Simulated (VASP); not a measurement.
## Al: single point with revPBE

The system is Al.

```xyz
1
Lattice="-1.6262 1.6262 1.6262 1.6262 -1.6262 1.6262 1.6262 1.6262 -1.6262" Properties=species:S:1:pos:R:3 pbc="T T T"
Al    0.0000    0.0000    0.0000
```

* Program: VASP 6.6.1
* Task: single point
* Functional: revPBE
* Potentials or basis: VASP PAW PBE potentials, release 64 (Al)
* Cutoff: 520 eV
* k mesh: 22 × 22 × 22
* Occupations: fermi-dirac, width 0.1 eV
* Spin: no spin polarisation

```json
{
  "Pressure": "-0.3 GPa"
}
```

Levels at points of the mesh, in eV from the Fermi level:
```tsv
k point	band 1	band 2	band 3	band 4	band 5	band 6
(0.00, 0.00, 0.00)	-10.85	13.00	13.00	13.00	14.20	14.20
(0.50, 0.00, 0.00)	-4.19	-3.80	7.89	8.14	9.70	11.10
(0.50, 0.50, 0.50)	1.80	1.80	1.80	3.00	3.00	5.22
```

It took 21 s on 1 thread of Intel(R) Xeon(R) Platinum 8259CL CPU @ 2.50GHz (Skylake/Cascade Lake) (shared host), peak memory 0.16 GiB.

Caveat: the PAW data sets were made with another functional, which shifts forces and pressure a little.
